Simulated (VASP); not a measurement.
Here is a VASP 6.6.1 calculation.

INCAR

```
SYSTEM = P
PREC = Accurate
ENCUT = 520
EDIFF = 1E-6
ISMEAR = -1
SIGMA = 0.06122561905347299
LREAL = .FALSE.
LASPH = .TRUE.
NELM = 80
ALGO = Normal
ISIF = 2
LWAVE = .FALSE.
LCHARG = .FALSE.
GGA = PE
NBANDS = 8
```

The input KPOINTS:

```
regular mesh
0
G
  15 15 15
  0 0 0
```

File POSCAR:

```
P
1.0
    2.4765672242      0.0000000000      0.0000000000
    0.0000000000      2.4765672242      0.0000000000
    0.0000000000      0.0000000000      2.4765672242
P
1
Direct
    0.0000000000      0.0000000000      0.0000000000
```

Potentials or basis: VASP PAW PBE potentials, release 64 (P).

The run is started by

```sh
$ cat potpaw_PBE.64/P/POTCAR > POTCAR
$ mpirun -np 1 vasp_std > vasp.out
```

**Question.** What does it give for the pressure?

**Answer.** -3.9 GPa.
